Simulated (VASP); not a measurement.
PbS: single point with PBEsol

Crystal: PbS.

```
Pb S
1.0
     3.65366    0.00000    0.00000
     0.00000    3.65366    0.00000
     0.00000    0.00000    3.65366
Pb S
1 1
Direct
  0.00000 0.00000 0.00000
  0.50000 0.50000 0.50000
```

| Property | Result |
| --- | --- |
| Program | VASP 6.6.1 |
| Task | single point |
| Functional | PBEsol |
| Potentials or basis | VASP PAW PBE potentials, release 64 (Pb_d, S) |
| Cutoff | 520 eV |
| k mesh | 5 × 5 × 5 |
| Occupations | fermi-dirac, width 0.05 eV |
| Spin | non-collinear spin, zero start, spin-orbit coupling |
| Starting moments | [[0.0, 0.0, 0.0], [0.0, 0.0, 0.0]] μB |
| Dipole correction | no |
| Further INCAR settings | ALGO = Normal; EDIFF = 1e-07; NBANDS = 32 |

```json
{
  "Pressure": "-4.1 GPa",
  "Net moment": "0.00 μB per cell",
  "Valence electrons inside the program's atomic spheres": "Pb 11.80; S 3.62"
}
```

Moments on the atoms (μB; x, y, z):
```
Pb  0.00 0.00 0.00
S   0.00 0.00 0.00
```

It took 22 s on 1 thread of Intel(R) Xeon(R) 6975P-C (Granite Rapids), with other jobs on the host, peak memory 0.25 GiB.

Caveat: the PAW data sets were made with another functional, which shifts forces and pressure a little.
